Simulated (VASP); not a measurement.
# Ga3P (Pm-3m) in VASP: relaxation of cell and atoms with PBE

Aim: the relaxation of cell and atoms of Ga3P with PBE.

Program: VASP 6.6.1. These are calculated values, not measurements. Logs are shortened: lines on timing, memory, paths and dates and some standing lists are left out, and cuts for length are marked.

### 1 The cell of the first run

Symmetry: Pm-3m, No. 221, cubic system. Conventional cell: a = 4.140 Å, b = 4.140 Å, c = 4.140 Å, α = 90.00°, β = 90.00°, γ = 90.00°. Ga (site symmetry 4/mmm) has 8 Ga at 2.93 Å and 4 P at 2.93 Å within 3.9 Å. Within 3.9 Å of P (site symmetry m-3m) lie 12 Ga at 2.93 Å.

### 2 Relaxation of cell and atoms, PBE

File INCAR:

```
ALGO = Normal
EDIFF = 1E-7
EDIFFG = -0.01
ENCUT = 600
GGA = PE
IBRION = 2
ISIF = 3
ISMEAR = 0
LASPH = True
LCHARG = False
LREAL = False
LWAVE = False
NELM = 100
NSW = 100
PREC = Accurate
SIGMA = 0.1
```

File KPOINTS:

```
k-points
0
Gamma
  12 12 12
```

File POSCAR:

```
Ga3P
1.0
    4.1403119088      0.0000000000      0.0000000000
    0.0000000000      4.1403119088      0.0000000000
    0.0000000000      0.0000000000      4.1403119088
Ga P
3 1
Direct
    0.0000000000      0.5000000000      0.5000000000
    0.5000000000      0.0000000000      0.5000000000
    0.5000000000      0.5000000000      0.0000000000
    0.0000000000      0.0000000000      0.0000000000
```

Potentials or basis: VASP PAW PBE potentials, release 64 (Ga_d, P).

Run with:

```bash
cat potpaw_PBE.64/Ga_d/POTCAR potpaw_PBE.64/P/POTCAR > POTCAR
mpirun -np 1 vasp_std > vasp.out
```

OUTCAR:

```text
EDIFF = 1E-7
   EDIFFG = -0.01
   ENCUT = 600
   GGA = PE
   IBRION = 2
   ISIF = 3
   ISMEAR = 0
   LASPH = True
   LREAL = False
   NELM = 100
   NSW = 100
   PREC = Accurate

 ion  position               nearest neighbor table
   1  0.000  0.500  0.500-   4 2.93   4 2.93   4 2.93   4 2.93
   2  0.500  0.000  0.500-   4 2.93   4 2.93   4 2.93   4 2.93
   3  0.500  0.500  0.000-   4 2.93   4 2.93   4 2.93   4 2.93
   4  0.000  0.000  0.000-   1 2.93   2 2.93   3 2.93   1 2.93   2 2.93   1 2.93   3 2.93   1 2.93
                             2 2.93   3 2.93   2 2.93   3 2.93

  LATTYP: Found a simple cubic cell.
 ALAT       =     4.1403119088

  Lattice vectors:

 A1 = (   4.1403119088,   0.0000000000,   0.0000000000)
 A2 = (   0.0000000000,   4.1403119088,   0.0000000000)
 A3 = (   0.0000000000,   0.0000000000,   4.1403119088)

Analysis of symmetry for initial positions (statically):
=====================================================================
 Subroutine PRICEL returns:
 Original cell was already a primitive cell.

 Routine SETGRP: Setting up the symmetry group for a
 simple cubic supercell.

 Subroutine GETGRP returns: Found 48 space group operations
 (whereof 48 operations were pure point group operations)
 out of a pool of 48 trial point group operations.

The static configuration has the point symmetry O_h .

Analysis of symmetry for dynamics (positions and initial velocities):
=====================================================================
 Subroutine PRICEL returns:
 Original cell was already a primitive cell.

 Routine SETGRP: Setting up the symmetry group for a
 simple cubic supercell.

 Subroutine GETGRP returns: Found 48 space group operations
 (whereof 48 operations were pure point group operations)
 out of a pool of 48 trial point group operations.

The dynamic configuration has the point symmetry O_h .

 Subroutine INISYM returns: Found 48 space group operations
 (whereof 48 operations are pure point group operations),
 and found     1 'primitive' translations

----------------------------------------------------------------------------------------

                                     Primitive cell

  volume of cell :      70.9740

  direct lattice vectors                    reciprocal lattice vectors
     4.140311909  0.000000000  0.000000000     0.241527697  0.000000000  0.000000000
     0.000000000  4.140311909  0.000000000     0.000000000  0.241527697  0.000000000
     0.000000000  0.000000000  4.140311909     0.000000000  0.000000000  0.241527697

  length of vectors
     4.140311909  4.140311909  4.140311909     0.241527697  0.241527697  0.241527697

  position of ions in fractional coordinates (direct lattice)
     0.000000000  0.500000000  0.500000000
     0.500000000  0.000000000  0.500000000
     0.500000000  0.500000000  0.000000000
     0.000000000  0.000000000  0.000000000

  ion indices of the primitive-cell ions
   primitive index   ion index
                 1           1
                 2           2
                 3           3
                 4           4

----------------------------------------------------------------------------------------

 KPOINTS: k-points

Automatic generation of k-mesh.
 Grid dimensions read from file:
 generate k-points for:   12   12   12

 Generating k-lattice:

  Cartesian coordinates                     Fractional coordinates (reciprocal lattice)
     0.020127308  0.000000000  0.000000000     0.083333333  0.000000000  0.000000000
     0.000000000  0.020127308  0.000000000     0.000000000  0.083333333  0.000000000
     0.000000000  0.000000000  0.020127308     0.000000000  0.000000000  0.083333333

  Length of vectors
     0.020127308  0.020127308  0.020127308

  Shift w.r.t. Gamma in fractional coordinates (k-lattice)
     0.000000000  0.000000000  0.000000000

 Subroutine IBZKPT returns following result:
 ===========================================

 Found     84 irreducible k-points:

 Following reciprocal coordinates:
            Coordinates               Weight
  0.000000  0.000000  0.000000      1.000000
  0.083333  0.000000  0.000000      6.000000
  0.166667  0.000000  0.000000      6.000000
  0.250000  0.000000  0.000000      6.000000
  0.333333  0.000000  0.000000      6.000000
  0.416667  0.000000  0.000000      6.000000
[... 16 lines left out ...]
  0.333333  0.333333  0.000000     12.000000
  0.416667  0.333333  0.000000     24.000000
 [... further k-points ...]
   k-points           NKPTS =     84   k-points in BZ     NKDIM =     84   number of bands    NBANDS=     26
   number of dos      NEDOS =    301   number of ions     NIONS =      4
   total plane-waves  NPLWV =  46656
   dimension x,y,z NGX =    36 NGY =   36 NGZ =   36
   dimension x,y,z NGXF=    72 NGYF=   72 NGZF=   72
   ions per type =               3   1
   NGX,Y,Z   is equivalent  to a cutoff of  14.46, 14.46, 14.46 a.u.
   NGXF,Y,Z  is equivalent  to a cutoff of  28.91, 28.91, 28.91 a.u.
 SYSTEM =  unknown system
   PREC   = accura    normal or accurate (medium, high low for compatibility)
   ISTART =      0    job   : 0-new  1-cont  2-samecut
   ICHARG =      2    charge: 1-file 2-atom 10-const
   ISPIN  =      1    spin polarized calculation?
   LNONCOLLINEAR =      F non collinear calculations
   LSORBIT =      F    spin-orbit coupling
   LASPH  =      T    aspherical Exc in radial PAW
   ENCUT  =  600.0 eV  44.10 Ry    6.64 a.u.   8.27  8.27  8.27*2*pi/ulx,y,z
   NELM   =    100;   NELMIN=  2; NELMDL= -5     # of ELM steps
   EDIFF  = 0.1E-06   stopping-criterion for ELM
   LREAL  =      F    real-space projection
   EDIFFG = -.1E-01   stopping-criterion for IOM
   NSW    =    100    number of steps for IOM
   IBRION =      2    ionic relax: 0-MD 1-quasi-New 2-CG
   NFREE  =      1    steps in history (QN), initial steepest desc. (CG)
   ISIF   =      3    stress and relaxation
   ISYM   =      2    0-nonsym 1-usesym 2-fastsym
   POTIM  = 0.5000    time-step for ionic-motion
   TEBEG  =    0.0;   TEEND  =   0.0 temperature during run
   PSTRESS=    0.0 pullay stress
   NELECT =      44.0000    total number of electrons
   NUPDOWN=      -1.0000    fix difference up-down
   EMIN   =  10.00;   EMAX   =-10.00  energy-range for DOS
   EFERMI =   0.00;   METHOD = LEGACY
   ISMEAR =     0;   SIGMA  =   0.10  broadening in eV -4-tet -1-fermi 0-gaus
   EFERMI_NEDOS =   21; number of points for ismear=-14 and -15
   IALGO  =     38    algorithm
   IMIX   =      4    mixing-type and parameters
     AMIX     =   0.40;   BMIX     =  1.00
     AMIX_MAG =   1.60;   BMIX_MAG =  1.00
  volume/ion in A,a.u.               =      17.74       119.74
  Fermi-wavevector in a.u.,A,eV,Ry     =   1.395916  2.637899 26.512066  1.948582
  Thomas-Fermi vector in A             =   2.519321
   LORBIT       =      0    0 simple, 1 ext, 2 COOP (PROOUT), +10 PAW based schemes
   GGA     = PE    functional components
   LHFCALC =     F    Hartree Fock is set to
   AEXX    =    0.0000 exact exchange contribution
   IVDW    =     0    specifies the selected vdW correction
   LEPSILON=     F    determine dielectric tensor
   LRPA    =     F    only Hartree local field effects (RPA)
 conjugate gradient relaxation of ions
 non-spin polarized calculation
 Gauss-broadening in eV      SIGMA  =   0.10
  energy-cutoff  :      600.00
  volume of cell :       70.97
 maximum number of plane-waves:      2401
 NGX is ok and might be reduce to    36
   NGX = 17   NGY = 17   NGZ = 17

--------------------------------------- Ionic step        1  -------------------------------------------

 number of electron      43.9999999 magnetization

 Free energy of the ion-electron system (eV)
  ---------------------------------------------------
  ext. energy  EPLUGINS =         0.00000000
  ---------------------------------------------------
  free energy    TOTEN  =       -13.44726417 eV

  energy without entropy =      -13.43648751  energy(sigma->0) =      -13.44187584

------------------------ aborting loop because EDIFF is reached ----------------------------------------

  FORCE on cell =-STRESS in cart. coord.  units (eV):
  Direction    XX          YY          ZZ          XY          YZ          ZX
  --------------------------------------------------------------------------------------
  -------------------------------------------------------------------------------------
  Total        0.8939219      0.8939219      0.8939219     -0.0000000     -0.0000000      0.0000000
  in kB       20.1795277     20.1795277     20.1795277     -0.0000000     -0.0000000      0.0000000
  external PRESSURE =      20.1795277 kB  Pullay stress =       0.0000000 kB
[... 61 lines left out ...]
  energy  without entropy=      -13.4516131609  energy(sigma->0) =      -13.45709451

--------------------------------------- Ionic step        3  -------------------------------------------

 number of electron      43.9999970 magnetization

 Free energy of the ion-electron system (eV)
  ---------------------------------------------------
  ext. energy  EPLUGINS =         0.00000000
  ---------------------------------------------------
  free energy    TOTEN  =       -13.46267597 eV

  energy without entropy =      -13.45173011  energy(sigma->0) =      -13.45720304

 E-fermi :   5.8975     XC(G=0): -10.9493

 val. band max:        5.8879439171   @ k =   0.4167   0.2500   0.1667
 cond. band min:       5.8998633295   @ k =   0.4167   0.0000   0.0000
 fundamental gap:      0.0119194124
 Fermi energy:         5.8974894038

 k-point     1 :       0.0000    0.0000    0.0000
  band No.  band energies     occupation
      1      -9.0545      2.00000
      2      -9.0269      2.00000
      3      -9.0269      2.00000
      4      -9.0269      2.00000
      5      -8.9245      2.00000
      6      -8.9245      2.00000
[... 685 lines left out ...]
     25       8.2926      0.00000
     26       8.9059      0.00000

 [... further k-points ...]

------------------------ aborting loop because EDIFF is reached ----------------------------------------

  FORCE on cell =-STRESS in cart. coord.  units (eV):
  Direction    XX          YY          ZZ          XY          YZ          ZX
  --------------------------------------------------------------------------------------
  -------------------------------------------------------------------------------------
  Total       -0.0330477     -0.0330477     -0.0330477      0.0000000      0.0000000      0.0000000
  in kB       -0.7190669     -0.7190669     -0.7190669      0.0000000      0.0000000      0.0000000
  external PRESSURE =      -0.7190669 kB  Pullay stress =       0.0000000 kB
[... 19 lines left out ...]
  FREE ENERGIE OF THE ION-ELECTRON SYSTEM (eV)
  ---------------------------------------------------
  free  energy   TOTEN  =       -13.4626759733 eV

  energy  without entropy=      -13.4517301149  energy(sigma->0) =      -13.45720304

 reached required accuracy - stopping structural energy minimisation
```

Wall time 5 min (1 thread of Intel Xeon Platinum 8488C (Sapphire Rapids), shared host); peak memory 0.31 GiB.

What came out:

```yaml
Free_energy: -13.4627 eV
Relaxed_volume: 18.41 Å³/atom
Relaxed_cell: a = 4.191 Å, b = 4.191 Å, c = 4.191 Å, α = 90.00°, β = 90.00°, γ = 90.00°
Space_group_after_relaxing_to_0.1_Å: Pm-3m (No. 221)
Energy_gained_by_relaxing: 3.9 meV/atom
Ionic_steps: 3
Pressure_after_relaxing: -0.1 GPa
Band_gap_on_the_k_mesh: zero (bands 22 and 23 overlap by 4.70 eV)
```

The path:
| step | energy change (eV) | largest force (eV/Å) | pressure (GPa) | volume (Å³) |
| --- | --- | --- | --- | --- |
| 1 | 0.0000 | 0.0000 | 2.02 | 70.97 |
| 2 | -0.0153 | 0.0000 | 0.21 | 73.29 |
| 3 | -0.0154 | 0.0000 | -0.07 | 73.63 |

Final structure:
```
CELL_PARAMETERS angstrom
4.19142 0.00000 0.00000
0.00000 4.19142 0.00000
0.00000 0.00000 4.19142
ATOMIC_POSITIONS crystal
Ga 0.00000 0.50000 0.50000
Ga 0.50000 0.00000 0.50000
Ga 0.50000 0.50000 0.00000
P 0.00000 0.00000 0.00000
```

Levels at points of the mesh, in eV from the Fermi level:
```tsv
k point	band 18	band 19	band 20	band 21	band 22	band 23	band 24	band 25	band 26
(0.00, 0.00, 0.00)	-3.46	-3.46	-3.46	-2.29	-2.29	2.68	2.68	2.68	5.28
(0.50, 0.00, 0.00)	-4.03	-2.00	-2.00	-1.22	-0.29	-0.29	-0.11	1.19	5.44
(0.50, 0.50, 0.00)	-7.01	-6.78	-1.00	0.02	0.62	0.62	1.85	1.85	2.04
(0.50, 0.50, 0.50)	-4.96	-4.96	-4.85	-4.85	-4.85	-3.99	5.84	5.84	5.84
```
